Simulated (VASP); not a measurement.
# GaP (I-4m2) in VASP: a series of runs

The runs below take GaP through single point, with PBE.

Program: VASP 6.6.1. These are calculated values, not measurements. Logs are shortened: lines on timing, memory, paths and dates and some standing lists are left out, and cuts for length are marked.

### 1 The cell of the first run

Symmetry: I-4m2, No. 119, tetragonal system. The conventional cell has a = 3.401 Å, b = 3.401 Å, c = 7.214 Å, α = 90.00°, β = 90.00°, γ = 90.00°. Ga (site symmetry -4m2) has 4 P at 2.48 Å within 3.3 Å. Within 3.3 Å of P (site symmetry -4m2) lie 4 Ga at 2.48 Å.

### 2 Single point, PBE

File INCAR:

```
PREC     = Accurate       # precision mode
ENCUT    = 520            # plane-wave cutoff, eV
EDIFF    = 1E-6           # SCF threshold, eV
ISMEAR   = 0              # smearing method
SIGMA    = 0.05           # smearing width, eV
LREAL    = F              # projectors in reciprocal space
LASPH    = T              # aspherical terms in the spheres
NELM     = 80             # most SCF steps
ALGO     = Normal         # electronic algorithm
ISIF     = 2              # what is computed and relaxed
LWAVE    = F              # write WAVECAR
LCHARG   = F              # write CHGCAR
GGA      = PE             # functional
NBANDS   = 16             # bands
```

File KPOINTS:

```
Automatic mesh
0
Gamma
  10 10 10
```

File POSCAR:

```
GaP
1.0
    0.0000000000      2.4045623866      3.6068435798
    2.4045623866      0.0000000000      3.6068435798
    2.4045623866      2.4045623866      0.0000000000
Ga P
1 1
Direct
    0.0000000000      0.0000000000      0.0000000000
    0.7500000000      0.7500000000      0.7500000000
```

Potentials or basis: VASP PAW PBE potentials, release 64 (Ga_d, P).

Command:

```
cat potpaw_PBE.64/Ga_d/POTCAR potpaw_PBE.64/P/POTCAR > POTCAR
mpirun -np 1 vasp_std > vasp.out
```

OUTCAR:

```text
PREC = Accurate
   ENCUT = 520
   EDIFF = 1E-6
   ISMEAR = 0
   LREAL = F
   LASPH = T
   NELM = 80
   ISIF = 2
   GGA = PE

 ion  position               nearest neighbor table
   1  0.000  0.000  0.000-   2 2.48   2 2.48   2 2.48   2 2.48
   2  0.750  0.750  0.750-   1 2.48   1 2.48   1 2.48   1 2.48

  LATTYP: Found a body centered tetragonal cell.
 ALAT       =     3.4005647387
 C/A-ratio  =     2.1213203435

  Lattice vectors:

 A1 = (  -2.4045623866,   0.0000000000,   3.6068435798)
 A2 = (   2.4045623866,   0.0000000000,   3.6068435798)
 A3 = (   0.0000000000,   2.4045623866,  -3.6068435798)

Analysis of symmetry for initial positions (statically):
=====================================================================
 Subroutine PRICEL returns:
 Original cell was already a primitive cell.

 Routine SETGRP: Setting up the symmetry group for a
 body centered tetragonal supercell.

 Subroutine GETGRP returns: Found  8 space group operations
 (whereof  8 operations were pure point group operations)
 out of a pool of 16 trial point group operations.

The static configuration has the point symmetry D_2d.

Analysis of symmetry for dynamics (positions and initial velocities):
=====================================================================
 Subroutine PRICEL returns:
 Original cell was already a primitive cell.

 Routine SETGRP: Setting up the symmetry group for a
 body centered tetragonal supercell.

 Subroutine GETGRP returns: Found  8 space group operations
 (whereof  8 operations were pure point group operations)
 out of a pool of 16 trial point group operations.

The dynamic configuration has the point symmetry D_2d.

 Subroutine INISYM returns: Found  8 space group operations
 (whereof  8 operations are pure point group operations),
 and found     1 'primitive' translations

----------------------------------------------------------------------------------------

                                     Primitive cell

  volume of cell :      41.7090

  direct lattice vectors                    reciprocal lattice vectors
     0.000000000  2.404562387  3.606843580    -0.207938044  0.207938044  0.138625363
     2.404562387  0.000000000  3.606843580     0.207938044 -0.207938044  0.138625363
     2.404562387  2.404562387  0.000000000     0.207938044  0.207938044 -0.138625363

  length of vectors
     4.334886490  4.334886490  3.400564739     0.325105293  0.325105293  0.325105293

  position of ions in fractional coordinates (direct lattice)
     0.000000000  0.000000000  0.000000000
     0.750000000  0.750000000  0.750000000

  ion indices of the primitive-cell ions
   primitive index   ion index
                 1           1
                 2           2

----------------------------------------------------------------------------------------

 KPOINTS: Automatic mesh

Automatic generation of k-mesh.
 Grid dimensions read from file:
 generate k-points for:   10   10   10

 Generating k-lattice:

  Cartesian coordinates                     Fractional coordinates (reciprocal lattice)
    -0.020793804  0.020793804  0.013862536     0.100000000  0.000000000  0.000000000
     0.020793804 -0.020793804  0.013862536     0.000000000  0.100000000  0.000000000
     0.020793804  0.020793804 -0.013862536    -0.000000000 -0.000000000  0.100000000

  Length of vectors
     0.032510529  0.032510529  0.032510529

  Shift w.r.t. Gamma in fractional coordinates (k-lattice)
     0.000000000  0.000000000  0.000000000

 Subroutine IBZKPT returns following result:
 ===========================================

 Found    102 irreducible k-points:

 Following reciprocal coordinates:
            Coordinates               Weight
  0.000000  0.000000  0.000000      1.000000
  0.100000  0.000000  0.000000      8.000000
  0.200000  0.000000  0.000000      8.000000
  0.300000  0.000000  0.000000      8.000000
  0.400000  0.000000  0.000000      8.000000
  0.500000  0.000000  0.000000      4.000000
[... 16 lines left out ...]
  0.300000  0.300000  0.000000      2.000000
  0.400000  0.300000  0.000000      8.000000
 [... further k-points ...]
   k-points           NKPTS =    102   k-points in BZ     NKDIM =    102   number of bands    NBANDS=     16
   number of dos      NEDOS =    301   number of ions     NIONS =      2
   total plane-waves  NPLWV =  28672
   dimension x,y,z NGX =    32 NGY =   32 NGZ =   28
   dimension x,y,z NGXF=    64 NGYF=   64 NGZF=   56
   ions per type =               1   1
   NGX,Y,Z   is equivalent  to a cutoff of  12.27, 12.27, 13.69 a.u.
   NGXF,Y,Z  is equivalent  to a cutoff of  24.54, 24.54, 27.38 a.u.
 SYSTEM =  unknown system
   PREC   = accura    normal or accurate (medium, high low for compatibility)
   ISTART =      0    job   : 0-new  1-cont  2-samecut
   ICHARG =      2    charge: 1-file 2-atom 10-const
   ISPIN  =      1    spin polarized calculation?
   LNONCOLLINEAR =      F non collinear calculations
   LSORBIT =      F    spin-orbit coupling
   LASPH  =      T    aspherical Exc in radial PAW
   ENCUT  =  520.0 eV  38.22 Ry    6.18 a.u.   8.06  8.06  6.32*2*pi/ulx,y,z
   NELM   =     80;   NELMIN=  2; NELMDL= -5     # of ELM steps
   EDIFF  = 0.1E-05   stopping-criterion for ELM
   LREAL  =      F    real-space projection
   EDIFFG = 0.1E-04   stopping-criterion for IOM
   NSW    =      0    number of steps for IOM
   IBRION =     -1    ionic relax: 0-MD 1-quasi-New 2-CG
   NFREE  =      0    steps in history (QN), initial steepest desc. (CG)
   ISIF   =      2    stress and relaxation
   ISYM   =      2    0-nonsym 1-usesym 2-fastsym
   POTIM  = 0.5000    time-step for ionic-motion
   TEBEG  =    0.0;   TEEND  =   0.0 temperature during run
   PSTRESS=    0.0 pullay stress
   NELECT =      18.0000    total number of electrons
   NUPDOWN=      -1.0000    fix difference up-down
   EMIN   =  10.00;   EMAX   =-10.00  energy-range for DOS
   EFERMI =   0.00;   METHOD = LEGACY
   ISMEAR =     0;   SIGMA  =   0.05  broadening in eV -4-tet -1-fermi 0-gaus
   EFERMI_NEDOS =   21; number of points for ismear=-14 and -15
   IALGO  =     38    algorithm
   IMIX   =      4    mixing-type and parameters
     AMIX     =   0.40;   BMIX     =  1.00
     AMIX_MAG =   1.60;   BMIX_MAG =  1.00
  volume/ion in A,a.u.               =      20.85       140.73
  Fermi-wavevector in a.u.,A,eV,Ry     =   1.237150  2.337875 20.824279  1.530541
  Thomas-Fermi vector in A             =   2.371730
   LORBIT       =      0    0 simple, 1 ext, 2 COOP (PROOUT), +10 PAW based schemes
   GGA     = PE    functional components
   LHFCALC =     F    Hartree Fock is set to
   AEXX    =    0.0000 exact exchange contribution
   IVDW    =     0    specifies the selected vdW correction
   LEPSILON=     F    determine dielectric tensor
   LRPA    =     F    only Hartree local field effects (RPA)
 non-spin polarized calculation
 Gauss-broadening in eV      SIGMA  =   0.05
  energy-cutoff  :      520.00
  volume of cell :       41.71
 maximum number of plane-waves:      1144
   NGX = 17   NGY = 17   NGZ = 13

 number of electron      17.9999998 magnetization

 Free energy of the ion-electron system (eV)
  ---------------------------------------------------
  ext. energy  EPLUGINS =         0.00000000
  ---------------------------------------------------
  free energy    TOTEN  =        -7.88157925 eV

  energy without entropy =       -7.88029468  energy(sigma->0) =       -7.88093696

 E-fermi :   5.1420     XC(G=0):  -9.8833

 val. band max:        5.1242352924   @ k =   0.3000   0.1000   0.0000
 cond. band min:       5.1650769573   @ k =   0.2000   0.0000   0.0000
 fundamental gap:      0.0408416649
 Fermi energy:         5.1419857324

 k-point     1 :       0.0000    0.0000    0.0000
  band No.  band energies     occupation
      1     -10.2649      2.00000
      2     -10.1396      2.00000
      3     -10.1396      2.00000
      4     -10.1395      2.00000
      5     -10.1349      2.00000
      6      -7.6854      2.00000
[... 8 lines left out ...]
     15      13.1197      0.00000
     16      13.9666      0.00000

 k-point     2 :       0.1000    0.0000    0.0000
  band No.  band energies     occupation
      1     -10.2600      2.00000
      2     -10.1505      2.00000
      3     -10.1389      2.00000
      4     -10.1367      2.00000
      5     -10.1320      2.00000
      6      -7.5565      2.00000
[... 8 lines left out ...]
     15      13.6385      0.00000
     16      14.9871      0.00000

 k-point     3 :       0.2000    0.0000    0.0000
  band No.  band energies     occupation
      1     -10.2482      2.00000
      2     -10.1701      2.00000
      3     -10.1443      2.00000
      4     -10.1342      2.00000
      5     -10.1198      2.00000
      6      -7.1812      2.00000
[... 8 lines left out ...]
     15      14.5122      0.00000
     16      16.0072      0.00000

 k-point     4 :       0.3000    0.0000    0.0000
  band No.  band energies     occupation
      1     -10.2372      2.00000
      2     -10.1915      2.00000
      3     -10.1522      2.00000
      4     -10.1298      2.00000
      5     -10.1041      2.00000
      6      -6.6046      2.00000
[... 8 lines left out ...]
     15      15.1586      0.00000
     16      15.8057      0.00000
[... 324 lines left out ...]
 k-point    22 :      -0.2000    0.2000    0.0000
  band No.  band energies     occupation
      1     -10.2214      2.00000
      2     -10.2094      2.00000
      3     -10.1584      2.00000
      4     -10.1288      2.00000
      5     -10.0988      2.00000
      6      -6.2087      2.00000
[... 8 lines left out ...]
     15      14.9285      0.00000
     16      15.6808      0.00000

 k-point    23 :       0.3000    0.3000    0.0000
  band No.  band energies     occupation
      1     -10.2881      2.00000
      2     -10.1335      2.00000
      3     -10.1271      2.00000
      4     -10.1271      2.00000
      5     -10.1179      2.00000
      6      -6.8692      2.00000
[... 8 lines left out ...]
     15      15.5774      0.00000
     16      17.6569      0.00000

 k-point    24 :       0.4000    0.3000    0.0000
  band No.  band energies     occupation
      1     -10.2861      2.00000
      2     -10.1360      2.00000
      3     -10.1341      2.00000
      4     -10.1241      2.00000
      5     -10.1108      2.00000
      6      -6.5153      2.00000
[... 8 lines left out ...]
     15      15.6384      0.00000
     16      17.8539      0.00000

 [... further k-points ...]

------------------------ aborting loop because EDIFF is reached ----------------------------------------

  FORCE on cell =-STRESS in cart. coord.  units (eV):
  Direction    XX          YY          ZZ          XY          YZ          ZX
  --------------------------------------------------------------------------------------
  -------------------------------------------------------------------------------------
  Total        2.0755369      2.0755369     -4.7034860      0.0000000      0.0000000     -0.0000000
  in kB       79.7281405     79.7281405   -180.6762380      0.0000000      0.0000000     -0.0000000
  external PRESSURE =      -7.0733190 kB  Pullay stress =       0.0000000 kB

 VOLUME and BASIS-vectors are now :
 -----------------------------------------------------------------------------
  energy-cutoff  :      520.00
  volume of cell :       41.71
      direct lattice vectors                 reciprocal lattice vectors
     0.000000000  2.404562387  3.606843580    -0.207938044  0.207938044  0.138625363
     2.404562387  0.000000000  3.606843580     0.207938044 -0.207938044  0.138625363
     2.404562387  2.404562387  0.000000000     0.207938044  0.207938044 -0.138625363

 POSITION                                       TOTAL-FORCE (eV/Angst)
 -----------------------------------------------------------------------------------
      0.00000      0.00000      0.00000        -0.000000     -0.000000      0.000000
      3.60684      3.60684      5.41027         0.000000      0.000000     -0.000000
 -----------------------------------------------------------------------------------
    total drift:                               -0.000001     -0.000001     -0.000009

  FREE ENERGIE OF THE ION-ELECTRON SYSTEM (eV)
  ---------------------------------------------------
  free  energy   TOTEN  =        -7.8815792504 eV

  energy  without entropy=       -7.8802946781  energy(sigma->0) =       -7.88093696
```

It took 44 s on 1 thread of Intel Xeon Platinum 8259CL at 2.50GHz (Skylake/Cascade Lake), shared host; peak memory 0.21 GiB.

What came out:

- Free energy: -7.8816 eV
- Pressure: -0.7 GPa
- Band gap on the k mesh: zero (band 9 reaches 5.70 eV, above the bottom of band 10 at 4.76 eV)

Levels at points of the mesh, in eV from the Fermi level:
```csv
k point,band 6,band 7,band 8,band 9,band 10,band 11,band 12,band 13
"(0.00, 0.00, 0.00)",-12.83,-3.04,-1.42,0.40,0.40,3.92,3.92,4.57
"(0.50, 0.00, 0.00)",-10.77,-6.97,-3.36,-1.24,0.37,5.38,5.92,6.53
"(0.50, 0.50, 0.00)",-11.21,-8.71,-1.00,-1.00,3.40,3.68,6.84,8.93
"(0.50, 0.00, 0.50)",-9.38,-6.09,-3.73,-3.48,0.10,0.33,5.77,6.01
```

### 3 Single point, PBE

This run uses another cell than the first one, of the same volume but with other edges.

File INCAR:

```
SYSTEM = GaP
PREC = Accurate
ENCUT = 520
EDIFF = 1E-7
ISMEAR = 0
SIGMA = 0.05
LREAL = .False.
LASPH = .True.
NELM = 60
ALGO = Normal
ISIF = 2
LWAVE = .False.
LCHARG = .False.
GGA = PE
NBANDS = 16
```

File KPOINTS:

```
Automatic mesh
0
Gamma
  10 10 10
  0 0 0
```

File POSCAR:

```
GaP
1.0
    0.0000000000      2.7902474808      2.6786375816
    2.7902474808      0.0000000000      2.6786375816
    2.7902474808      2.7902474808      0.0000000000
Ga P
1 1
Direct
    0.0000000000      0.0000000000      0.0000000000
    0.7500000000      0.7500000000      0.7500000000
```

Potentials or basis: VASP PAW PBE potentials, release 64 (Ga_d, P).

Command:

```
cat potpaw_PBE.64/Ga_d/POTCAR potpaw_PBE.64/P/POTCAR > POTCAR
mpirun -np 1 vasp_std > vasp.out
```

Run time: 64 s. Hardware: 1 thread of Intel Xeon Platinum 8259CL at 2.50GHz (Skylake/Cascade Lake), shared host; peak memory 0.21 GiB.

It converged, with:

```yaml
Free_energy: -9.1176 eV
Pressure: 0.0 GPa
Band_gap_on_the_k_mesh: 1.27 eV, indirect (least direct gap 1.43 eV)
```

Stress tensor (GPa, compression positive):
```
-0.91  0.00  0.00
 0.00 -0.91  0.00
 0.00  0.00  1.85
```

Levels at points of the mesh, in eV from the valence-band top:
```
           k point  band 6  band 7  band 8  band 9  band 10  band 11  band 12  band 13
(0.00, 0.00, 0.00)  -12.41   -0.21   -0.21    0.00     1.43     3.71     3.80     3.80
(0.50, 0.00, 0.00)  -10.44   -6.60   -1.37   -1.06     1.41     4.44     4.78     8.10
(0.50, 0.50, 0.00)   -9.47   -6.58   -2.89   -2.89     1.41     1.46    10.22    10.22
(0.50, 0.00, 0.50)   -9.64   -6.84   -2.63   -2.61     1.67     1.84    10.13    10.15
```
